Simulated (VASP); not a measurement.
# TePb (rocksalt type) (Fm-3m) in VASP: notebook, part 2 of 2

VASP 6.6.1.

## 3. Relaxation of cell and atoms, PBE

This run uses another cell than the first one, of 29.37 Å³/atom, 0.830 times its volume.

Contents of INCAR:

```
PREC = Accurate ; ENCUT = 600
EDIFF = 1E-6 ; ISMEAR = -1
SIGMA = 0.02 ; LREAL = F
LASPH = T ; NELM = 100
ALGO = Normal ; ISIF = 3
LWAVE = F ; LCHARG = F
GGA = PE ; IBRION = 2
NSW = 60 ; EDIFFG = -0.005
```

Contents of KPOINTS:

```
regular mesh
0
Gamma
  9 9 9
```

Contents of POSCAR:

```
TePb
1.0
    0.0000000000      3.0853790180      3.0853790180
    3.0853790180      0.0000000000      3.0853790180
    3.0853790180      3.0853790180      0.0000000000
Pb Te
1 1
Direct
    0.0000000000      0.0000000000      0.0000000000
    0.5000000000      0.5000000000      0.5000000000
```

Potentials or basis: VASP PAW PBE potentials, release 64 (Pb_d, Te).

Command:

```
> cat potpaw_PBE.64/Pb_d/POTCAR potpaw_PBE.64/Te/POTCAR > POTCAR
> mpirun -np 1 vasp_std > vasp.out
```

OUTCAR:

```text
PREC = Accurate
   ENCUT = 600
   EDIFF = 1E-6
   ISMEAR = -1
   LREAL = F
   LASPH = T
   NELM = 100
   ISIF = 3
   GGA = PE
   IBRION = 2
   NSW = 60
   EDIFFG = -0.005

 ion  position               nearest neighbor table
   1  0.000  0.000  0.000-   2 3.09   2 3.09   2 3.09   2 3.09   2 3.09   2 3.09
   2  0.500  0.500  0.500-   1 3.09   1 3.09   1 3.09   1 3.09   1 3.09   1 3.09

  LATTYP: Found a face centered cubic cell.
 ALAT       =     6.1707580360

  Lattice vectors:

 A1 = (   0.0000000000,   3.0853790180,   3.0853790180)
 A2 = (   3.0853790180,   0.0000000000,   3.0853790180)
 A3 = (   3.0853790180,   3.0853790180,   0.0000000000)

Analysis of symmetry for initial positions (statically):
=====================================================================
 Subroutine PRICEL returns:
 Original cell was already a primitive cell.

 Routine SETGRP: Setting up the symmetry group for a
 face centered cubic supercell.

 Subroutine GETGRP returns: Found 48 space group operations
[... 9 lines left out ...]

 Routine SETGRP: Setting up the symmetry group for a
 face centered cubic supercell.

 Subroutine GETGRP returns: Found 48 space group operations
[... 11 lines left out ...]
                                     Primitive cell

  volume of cell :      58.7429

  direct lattice vectors                    reciprocal lattice vectors
     0.000000000  3.085379018  3.085379018    -0.162054645  0.162054645  0.162054645
     3.085379018  0.000000000  3.085379018     0.162054645 -0.162054645  0.162054645
     3.085379018  3.085379018  0.000000000     0.162054645  0.162054645 -0.162054645

[... 165 lines left out ...]
--------------------------------------- Ionic step        2  -------------------------------------------

 number of electron      20.0000003 magnetization

 E-fermi :   4.2916     XC(G=0):  -8.6832

 val. band max:        3.8975176642   @ k =   0.4444   0.0000   0.0000
 cond. band min:       4.9910738240   @ k =   0.4444   0.0000   0.0000
 fundamental gap:      1.0935561598
 Fermi energy:         4.2915824597

 k-point     1 :       0.0000    0.0000    0.0000
  band No.  band energies     occupation
      1     -12.6190      2.00000
      2     -12.6190      2.00000
      3     -12.6186      2.00000
      4     -12.6186      2.00000
      5     -12.6186      2.00000
      6      -7.0203      2.00000
      7      -1.9848      2.00000
      8       3.0914      2.00000
      9       3.0914      2.00000
     10       3.0914      2.00000
     11       7.8333      0.00000
     12       7.8333      0.00000
     13       7.8333      0.00000
     14      10.0336      0.00000
[... 498 lines left out ...]
--------------------------------------- Ionic step        5  -------------------------------------------

 number of electron      19.9999999 magnetization

 Free energy of the ion-electron system (eV)
  ---------------------------------------------------
  ext. energy  EPLUGINS =         0.00000000
  ---------------------------------------------------
  free energy    TOTEN  =        -7.52121707 eV

  energy without entropy =       -7.52121707  energy(sigma->0) =       -7.52121707

 E-fermi :   5.3797     XC(G=0):  -9.0857

 val. band max:        4.9549076806   @ k =   0.4444   0.0000   0.0000
 cond. band min:       5.9402311699   @ k =   0.4444   0.0000   0.0000
 fundamental gap:      0.9853234893
 Fermi energy:         5.3797004320

 k-point     1 :       0.0000    0.0000    0.0000
  band No.  band energies     occupation
      1     -11.6312      2.00000
      2     -11.6312      2.00000
      3     -11.6255      2.00000
      4     -11.6255      2.00000
      5     -11.6255      2.00000
      6      -6.6127      2.00000
      7      -0.6941      2.00000
      8       3.8519      2.00000
      9       3.8519      2.00000
     10       3.8519      2.00000
     11       9.0407      0.00000
     12       9.0407      0.00000
     13       9.0407      0.00000
     14      10.9242      0.00000
[... 420 lines left out ...]
  FREE ENERGIE OF THE ION-ELECTRON SYSTEM (eV)
  ---------------------------------------------------
  free  energy   TOTEN  =        -7.5212170713 eV

  energy  without entropy=       -7.5212170713  energy(sigma->0) =       -7.52121707

 reached required accuracy - stopping structural energy minimisation
```

OSZICAR:

```text
N       E                     dE             d eps       ncg     rms          rms(c)
DAV:   1     0.161020315292E+03    0.16102E+03   -0.10471E+04   980   0.162E+03
[... 43 lines left out ...]
       N       E                     dE             d eps       ncg     rms          rms(c)
DAV:   1    -0.752256107340E+01   -0.13919E-02   -0.43330E-02  1208   0.368E+00    0.194E-01
DAV:   2    -0.752141066777E+01    0.11504E-02   -0.23336E-03  1190   0.873E-01    0.726E-02
DAV:   3    -0.752121053373E+01    0.20013E-03   -0.87855E-04  1214   0.491E-01    0.147E-02
DAV:   4    -0.752121369204E+01   -0.31583E-05   -0.14228E-05   986   0.399E-02    0.112E-02
DAV:   5    -0.752121705113E+01   -0.33591E-05   -0.37058E-06  1070   0.184E-02    0.285E-03
DAV:   6    -0.752121707129E+01   -0.20159E-07   -0.28971E-07   490   0.982E-03
   5 F= -.75212171E+01 E0= -.75212171E+01  d E =-.480352E-04
```

It took 43 s on 1 thread of Intel Xeon 6975P-C (Granite Rapids), shared host; peak memory 0.23 GiB.

What came out:

```
Free energy                            : -7.5212 eV
Relaxed volume                         : 35.39 Å³/atom
Relaxed cell                           : a = 4.643 Å, b = 4.643 Å, c = 4.643 Å, α = 60.00°, β = 60.00°, γ = 60.00°
Space group after relaxing (to 0.05 Å) : Fm-3m (No. 225)
Energy gained by relaxing              : 174.7 meV/atom
Ionic steps                            : 5
Pressure after relaxing                : 0.0 GPa
```

Step by step:
```tsv
step	energy change (eV)	largest force (eV/Å)	pressure (GPa)	volume (Å³)
1	0.0000	0.0000	11.00	58.74
2	-0.2826	0.0000	-2.87	77.62
3	-0.3494	0.0000	0.07	70.71
4	-0.3494	0.0000	-0.09	70.97
5	-0.3495	0.0000	0.01	70.77
```

Final structure:
```
CELL_PARAMETERS angstrom
0.00000 3.28307 3.28307
3.28307 0.00000 3.28307
3.28307 3.28307 0.00000
ATOMIC_POSITIONS crystal
Pb 0.00000 0.00000 0.00000
Te 0.50000 0.50000 0.50000
```

Caveat: this odd mesh misses L, where the gap lies, so gap, dielectric constants and Born charges aren't listed; the volume moved by over 15 % at a fixed basis, so the end points are rough; spin-orbit coupling is left out, which moves the levels of the heavy elements.

## 4. Single point, PBE

This run uses another cell than the first one: it holds 4 atoms, not 2.

Contents of INCAR:

```
SYSTEM = TePb
ALGO = Normal
EDIFF = 1E-6
ENCUT = 520
GGA = PE
ISIF = 2
ISMEAR = -1
LASPH = .True.
LCHARG = .False.
LREAL = .False.
LWAVE = .False.
NBANDS = 28
NELM = 80
PREC = Accurate
SIGMA = 0.02
```

Contents of KPOINTS:

```
k-points
0
Gamma
  6 6 4
  0 0 0
```

Contents of POSCAR:

```
TePb
1.0
    3.2835710024      3.2835710024      0.0000000000
   -3.2835710024      3.2835710024      0.0000000000
    0.0000000000      0.0000000000      6.5671420048
Pb Te
2 2
Direct
    0.0000000000      0.0000000000      0.0000000000
    0.5000000000      0.5000000000      0.5000000000
    0.5000000000      0.5000000000      0.0000000000
    0.0000000000      0.0000000000      0.5000000000
```

Potentials or basis: VASP PAW PBE potentials, release 64 (Pb_d, Te).

Command:

```
> cat potpaw_PBE.64/Pb_d/POTCAR potpaw_PBE.64/Te/POTCAR > POTCAR
> mpirun -np 1 vasp_std > vasp.out
```

OUTCAR:

```text
SYSTEM = TePb
   EDIFF = 1E-6
   ENCUT = 520
   GGA = PE
   ISIF = 2
   ISMEAR = -1
   LASPH = .True.
   LREAL = .False.
   NELM = 80
   PREC = Accurate

 ion  position               nearest neighbor table
   1  0.000  0.000  0.000-   3 3.28   4 3.28   4 3.28   3 3.28   3 3.28   3 3.28
   2  0.500  0.500  0.500-   3 3.28   4 3.28   3 3.28   4 3.28   4 3.28   4 3.28
   3  0.500  0.500  0.000-   1 3.28   2 3.28   2 3.28   1 3.28   1 3.28   1 3.28
   4  0.000  0.000  0.500-   1 3.28   2 3.28   1 3.28   2 3.28   2 3.28   2 3.28

  LATTYP: Found a simple tetragonal cell.
 ALAT       =     4.6436706446
 C/A-ratio  =     1.4142135624

[... 957 lines left out ...]
  --------------------------------------------------------------------------------------
  -------------------------------------------------------------------------------------
  Total       -0.0849088     -0.0849088      0.1708551      0.0000000      0.0000000     -0.0000000
  in kB       -0.9606473     -0.9606473      1.9330331      0.0000000      0.0000000     -0.0000000
  external PRESSURE =       0.0039128 kB  Pullay stress =       0.0000000 kB

 VOLUME and BASIS-vectors are now :
 -----------------------------------------------------------------------------
  energy-cutoff  :      520.00
  volume of cell :      141.61
      direct lattice vectors                 reciprocal lattice vectors
     3.283571002  3.283571002  0.000000000     0.152273241  0.152273241  0.000000000
    -3.283571002  3.283571002  0.000000000    -0.152273241  0.152273241  0.000000000
     0.000000000  0.000000000  6.567142005     0.000000000  0.000000000  0.152273241

 POSITION                                       TOTAL-FORCE (eV/Angst)
 -----------------------------------------------------------------------------------
      0.00000      0.00000      0.00000         0.000000     -0.000000      0.000000
      0.00000      3.28357      3.28357         0.000000     -0.000000     -0.000000
      0.00000      3.28357      0.00000        -0.000000      0.000000      0.000000
      0.00000      0.00000      3.28357        -0.000000      0.000000      0.000000
 -----------------------------------------------------------------------------------
    total drift:                               -0.000000      0.000000      0.000000

  FREE ENERGIE OF THE ION-ELECTRON SYSTEM (eV)
  ---------------------------------------------------
  free  energy   TOTEN  =       -15.0415382489 eV

  energy  without entropy=      -15.0415382489  energy(sigma->0) =      -15.04153825
```

stdout:

```text
POSCAR found type information on POSCAR PbTe
 POSCAR found :  2 types and       4 ions
 scaLAPACK will be used
 LDA part: xc-table for (Slater+PW92), standard interpolation
 POSCAR, INCAR and KPOINTS ok, starting setup
 FFT: planning ... GRIDC
 FFT: planning ... GRID_SOFT
 FFT: planning ... GRID
 WAVECAR not read
 entering main loop
```

It took 37 s on 1 thread of Intel Xeon 6975P-C (Granite Rapids), shared host; peak memory 0.3 GiB.

Results:

* Free energy: -15.0415 eV
* Pressure: 0.0 GPa
* Band gap on the k mesh: 0.83 eV

Levels at points of the mesh, in eV from the valence-band top:
| k point | band 18 | band 19 | band 20 | band 21 | band 22 | band 23 |
| --- | --- | --- | --- | --- | --- | --- |
| (0.00, 0.00, 0.00) | -1.16 | -1.16 | -1.16 | 3.51 | 4.03 | 4.03 |
| (0.50, 0.00, 0.00) | -0.90 | -0.53 | -0.53 | 1.69 | 1.69 | 1.85 |
| (0.50, 0.50, 0.00) | -2.52 | -2.52 | -2.52 | 3.50 | 3.50 | 5.31 |
| (0.00, 0.00, 0.50) | -1.91 | -1.23 | -1.23 | 2.55 | 2.55 | 4.25 |
| (0.50, 0.00, 0.50) | -0.73 | 0.00 | 0.00 | 0.83 | 0.83 | 1.39 |
| (0.50, 0.50, 0.50) | -3.44 | -0.28 | -0.28 | 1.73 | 1.73 | 5.21 |

Caveat: spin-orbit coupling is left out, which moves the levels of the heavy elements. A k mesh can miss the band edges.

## 5. Overview

```tsv
task	cell	k mesh	cutoff (eV)	pressure (GPa)
single point	a = 4.644 Å, angles 60.0°, 2 atoms	9 × 9 × 9	520	0.0
relaxation of cell and atoms	relaxed from a = 4.363 Å, angles 60.0°, 2 atoms	9 × 9 × 9	600	0.0
single point	a = 4.644, b = 4.644, c = 6.567 Å, 4 atoms	6 × 6 × 4	520	0.0
```

Alike in all rows: level PBE; potentials or basis VASP PAW PBE potentials, release 64 (Pb_d, Te); no spin polarisation; smearing fermi-dirac 0.02 eV.

Caveats: spin-orbit coupling is left out, which moves the levels of the heavy elements; the volume moved by over 15 % at a fixed basis, so the end points are rough (some runs).

Total energies depend on the potentials used, so only differences within one code and one set of settings carry meaning.
